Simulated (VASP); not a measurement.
# ZrC (I4/mmm) in VASP: notebook, part 2 of 2

VASP 6.6.1. Earlier steps stand in the parts before.

**4. Single point, PBE (strain +0.040 along x and y, -0.080 along z)**

INCAR

```
  PREC = Accurate
  ENCUT = 520
  EDIFF = 1E-6
  ISMEAR = 0
  SIGMA = 0.15
  LREAL = False
  LASPH = True
  NELM = 80
  ALGO = Normal
  ISIF = 2
  LWAVE = False
  LCHARG = False
  GGA = PE
  NBANDS = 15
```

KPOINTS

```
regular mesh
0
Gamma
  18 18 18
```

POSCAR

```
ZrC
1.0
    0.0000000000      2.4442184000      2.1621932000
    2.4442184000      0.0000000000      2.1621932000
    2.4442184000      2.4442184000      0.0000000000
Zr C
1 1
Direct
    0.5000000000      0.5000000000      0.5000000000
    0.0000000000      0.0000000000      0.0000000000
```

Potentials or basis: VASP PAW PBE potentials, release 64 (Zr_sv, C).

Command:

```
$ cat potpaw_PBE.64/Zr_sv/POTCAR potpaw_PBE.64/C/POTCAR > POTCAR
$ mpirun -np 1 vasp_std > vasp.out
```

OUTCAR:

```text
PREC = Accurate
   ENCUT = 520
   EDIFF = 1E-6
   ISMEAR = 0
   LREAL = False
   LASPH = True
   NELM = 80
   ISIF = 2
   GGA = PE

 ion  position               nearest neighbor table
   1  0.500  0.500  0.500-   2 2.16   2 2.16   2 2.44   2 2.44   2 2.44   2 2.44
   2  0.000  0.000  0.000-   1 2.16   1 2.16   1 2.44   1 2.44   1 2.44   1 2.44

  LATTYP: Found a body centered tetragonal cell.
 ALAT       =     3.4566468107
 C/A-ratio  =     1.2510350744

  Lattice vectors:

 A1 = (   0.0000000000,  -2.4442184000,  -2.1621932000)
 A2 = (   0.0000000000,   2.4442184000,  -2.1621932000)
 A3 = (   2.4442184000,   0.0000000000,   2.1621932000)

Analysis of symmetry for initial positions (statically):
=====================================================================
 Subroutine PRICEL returns:
 Original cell was already a primitive cell.

 Routine SETGRP: Setting up the symmetry group for a
 body centered tetragonal supercell.

 Subroutine GETGRP returns: Found 16 space group operations
 (whereof 16 operations were pure point group operations)
 out of a pool of 16 trial point group operations.

[... 176 lines left out ...]
      6      10.3639      0.00000
      7      10.3639      0.00000
      8      10.4576      0.00000
      9      10.4576      0.00000
     10      11.1591      0.00000
     11      11.6280      0.00000
     12      11.8048      0.00000
     13      12.2378      0.00000
     14      18.2473      0.00000
[... 401 lines left out ...]
      2     -16.4997      2.00000
      3     -16.1595      2.00000
      4     -16.1280      2.00000
      5      -0.5488      2.00000
      6       6.8965      2.00000
      7       7.6910      2.00000
      8       8.6461      2.00000
      9      11.7722      0.00000
     10      12.1551      0.00000
     11      12.9643      0.00000
     12      15.8773      0.00000
     13      16.1055      0.00000
     14      19.4405      0.00000
     15      22.7893      0.00000

 [... further k-points ...]

------------------------ aborting loop because EDIFF is reached ----------------------------------------

  FORCE on cell =-STRESS in cart. coord.  units (eV):
  Direction    XX          YY          ZZ          XY          YZ          ZX
  --------------------------------------------------------------------------------------
  -------------------------------------------------------------------------------------
  Total       -1.5243381     -1.5243381      7.4271451      0.0000000     -0.0000000     -0.0000000
  in kB      -94.5338587    -94.5338587    460.6042935      0.0000000     -0.0000000     -0.0000000
  external PRESSURE =      90.5121920 kB  Pullay stress =       0.0000000 kB

 VOLUME and BASIS-vectors are now :
 -----------------------------------------------------------------------------
  energy-cutoff  :      520.00
  volume of cell :       25.83
      direct lattice vectors                 reciprocal lattice vectors
     0.000000000  2.444218400  2.162193200    -0.204564371  0.204564371  0.231246680
     2.444218400  0.000000000  2.162193200     0.204564371 -0.204564371  0.231246680
     2.444218400  2.444218400  0.000000000     0.204564371  0.204564371 -0.231246680

 POSITION                                       TOTAL-FORCE (eV/Angst)
 -----------------------------------------------------------------------------------
      2.44422      2.44422      2.16219        -0.000000     -0.000000      0.000000
      0.00000      0.00000      0.00000         0.000000      0.000000     -0.000000
 -----------------------------------------------------------------------------------
    total drift:                                0.000000     -0.000000      0.000000

  FREE ENERGIE OF THE ION-ELECTRON SYSTEM (eV)
  ---------------------------------------------------
  free  energy   TOTEN  =       -19.1190174719 eV

  energy  without entropy=      -19.1155486928  energy(sigma->0) =      -19.11728308
```

OSZICAR:

```text
N       E                     dE             d eps       ncg     rms          rms(c)
DAV:   1     0.101232092402E+03    0.10123E+03   -0.85862E+03 14424   0.108E+03
DAV:   2    -0.164182913161E+02   -0.11765E+03   -0.10985E+03 18586   0.289E+02
DAV:   3    -0.225163581240E+02   -0.60981E+01   -0.60546E+01 24157   0.555E+01
DAV:   4    -0.226444776404E+02   -0.12812E+00   -0.12807E+00 17441   0.574E+00
DAV:   5    -0.226457667479E+02   -0.12891E-02   -0.12891E-02 19256   0.513E-01    0.220E+01
DAV:   6    -0.192499823662E+02    0.33958E+01   -0.72288E+00 16652   0.231E+01    0.776E+00
DAV:   7    -0.191331968460E+02    0.11679E+00   -0.51298E-01 16052   0.588E+00    0.657E+00
DAV:   8    -0.191405289238E+02   -0.73321E-02   -0.23164E-01 17754   0.390E+00    0.389E+00
DAV:   9    -0.191189839920E+02    0.21545E-01   -0.39690E-02 16045   0.147E+00    0.412E-01
DAV:  10    -0.191190345040E+02   -0.50512E-04   -0.26775E-03 18915   0.465E-01    0.665E-02
DAV:  11    -0.191190192194E+02    0.15285E-04   -0.76149E-05 16367   0.886E-02    0.146E-02
DAV:  12    -0.191190174609E+02    0.17585E-05   -0.39701E-06 18925   0.196E-02    0.324E-03
DAV:  13    -0.191190174719E+02   -0.11029E-07   -0.21433E-07  9748   0.437E-03
   1 F= -.19119017E+02 E0= -.19117283E+02  d E =-.346878E-02
```

It took 50 s on 1 thread of Intel Xeon 6975P-C (Granite Rapids), shared host; peak memory 0.3 GiB.

What came out:

* Free energy: -19.1190 eV
* Pressure: 9.1 GPa
* Band gap on the k mesh: zero (bands 8 and 9 overlap by 1.76 eV)

Caveat: the cell differs from its parent crystal (strain +0.040 along x and y, -0.080 along z); the cell stands under pressure.

**5. Single point, PBE (strain +0.040 along x and y, -0.040 along z)**

INCAR

```
SYSTEM = ZrC
PREC = Accurate
ENCUT = 520
EDIFF = 1E-6
ISMEAR = 0
SIGMA = 0.15
LREAL = .FALSE.
LASPH = .TRUE.
NELM = 80
ALGO = Normal
ISIF = 2
LWAVE = .FALSE.
LCHARG = .FALSE.
GGA = PE
NBANDS = 15
```

KPOINTS

```
Automatic mesh
0
G
  18 18 18
  0 0 0
```

POSCAR

```
ZrC
1.0
    0.0000000000      2.4442184000      2.2562016000
    2.4442184000      0.0000000000      2.2562016000
    2.4442184000      2.4442184000      0.0000000000
Zr C
1 1
Direct
    0.5000000000      0.5000000000      0.5000000000
    0.0000000000      0.0000000000      0.0000000000
```

Command:

```
$ cat potpaw_PBE.64/Zr_sv/POTCAR potpaw_PBE.64/C/POTCAR > POTCAR
$ mpirun -np 1 vasp_std > vasp.out
```

Wall time 2.8 min (1 thread of Intel Xeon 6975P-C (Granite Rapids), shared host); peak memory 0.31 GiB.

Results (log left out):

```yaml
Free_energy: -19.3264 eV
Pressure: -4.0 GPa
Band_gap_on_the_k_mesh: zero (bands 8 and 9 overlap by 1.57 eV)
```

Stress tensor (GPa, compression positive):
```
-13.33   0.00   0.00
  0.00 -13.33   0.00
  0.00   0.00  14.80
```

Levels at points of the mesh, in eV from the Fermi level:
| k point | band 4 | band 5 | band 6 | band 7 | band 8 | band 9 | band 10 | band 11 | band 12 | band 13 |
| --- | --- | --- | --- | --- | --- | --- | --- | --- | --- | --- |
| (0.00, 0.00, 0.00) | -25.96 | -11.21 | 0.77 | 0.77 | 0.84 | 0.84 | 1.18 | 1.57 | 2.24 | 2.69 |
| (0.50, 0.00, 0.00) | -26.01 | -8.26 | -5.18 | -2.94 | -2.85 | 4.00 | 4.62 | 5.22 | 6.27 | 8.92 |
| (0.50, 0.50, 0.00) | -26.32 | -10.03 | -1.77 | -1.52 | -0.28 | -0.28 | 4.30 | 5.36 | 5.36 | 7.99 |
| (0.50, 0.00, 0.50) | -26.18 | -10.06 | -2.39 | -1.59 | -0.02 | 0.35 | 4.02 | 4.98 | 5.67 | 7.39 |

Caveat: the cell differs from its parent crystal (strain +0.040 along x and y, -0.040 along z); the cell stands under tension.

**6. Single point, PBE (strain +0.000 along x and y, +0.080 along z)**

INCAR

```
  PREC = Accurate
  ENCUT = 520
  EDIFF = 1E-7
  ISMEAR = 0
  SIGMA = 0.15
  LREAL = False
  LASPH = True
  NELM = 80
  ALGO = Normal
  ISIF = 2
  LWAVE = False
  LCHARG = True
  GGA = PE
  LELF = True
  LVHAR = True
  NBANDS = 15
```

KPOINTS

```
Automatic mesh
0
Gamma
  18 18 18
```

POSCAR

```
ZrC
1.0
    0.0000000000      2.3502100000      2.5382268000
    2.3502100000      0.0000000000      2.5382268000
    2.3502100000      2.3502100000      0.0000000000
Zr C
1 1
Direct
    0.5000000000      0.5000000000      0.5000000000
    0.0000000000      0.0000000000      0.0000000000
```

Potentials or basis: VASP PAW PBE potentials, release 64 (Zr_sv, C).

Command:

```
$ cat potpaw_PBE.64/Zr_sv/POTCAR potpaw_PBE.64/C/POTCAR > POTCAR
$ mpirun -np 1 vasp_std > vasp.out
```

Wall time 2 min (1 thread of Intel Xeon 6975P-C (Granite Rapids), shared host); peak memory 0.32 GiB.

It converged, with:

* Free energy: -19.2984 eV
* Pressure: -11.4 GPa
* Band gap on the k mesh: zero (bands 8 and 9 overlap by 1.47 eV)

Stress tensor (GPa, compression positive):
```
 -5.65   0.00   0.00
  0.00  -5.65   0.00
  0.00   0.00 -22.99
```

Levels at points of the mesh, in eV from the Fermi level:
| k point | band 5 | band 6 | band 7 | band 8 | band 9 | band 10 | band 11 | band 12 |
| --- | --- | --- | --- | --- | --- | --- | --- | --- |
| (0.00, 0.00, 0.00) | -11.07 | 0.59 | 0.70 | 0.98 | 0.98 | 1.29 | 1.29 | 1.89 |
| (0.50, 0.00, 0.00) | -8.31 | -5.03 | -2.83 | -2.70 | 3.90 | 4.31 | 4.95 | 6.09 |
| (0.50, 0.50, 0.00) | -9.93 | -2.62 | -1.48 | 0.22 | 0.22 | 4.04 | 5.04 | 5.04 |
| (0.50, 0.00, 0.50) | -9.88 | -1.92 | -1.57 | -0.24 | -0.04 | 3.89 | 4.68 | 5.50 |

Caveat: the cell differs from its parent crystal (strain +0.000 along x and y, +0.080 along z); the cell stands under tension.

**7. Summary**

```tsv
cell	gap on the mesh (eV)	pressure (GPa)
a = 3.326, b = 3.326, c = 3.191 Å, angles 61.3, 61.3, 57.3°, 2 atoms	none	14.9
a = 3.396, b = 3.396, c = 3.191 Å, angles 62.0, 62.0, 56.0°, 2 atoms	none	8.4
a = 3.263, b = 3.263, c = 3.457 Å, angles 58.0, 58.0, 64.0°, 2 atoms	none	9.1
a = 3.326, b = 3.326, c = 3.457 Å, angles 58.7, 58.7, 62.6°, 2 atoms	none	-4.0
a = 3.459, b = 3.459, c = 3.324 Å, angles 61.3, 61.3, 57.4°, 2 atoms	none	-11.4
```

Alike in all rows: task single point; level PBE; potentials or basis VASP PAW PBE potentials, release 64 (Zr_sv, C); no spin polarisation; k mesh 18 × 18 × 18; cutoff (eV) 520; smearing gaussian 0.15 eV.

Caveats: the cell stands under pressure (at least some runs); the cell stands under tension (at least some runs).

Absolute energies hang on the potentials; compare differences alone.
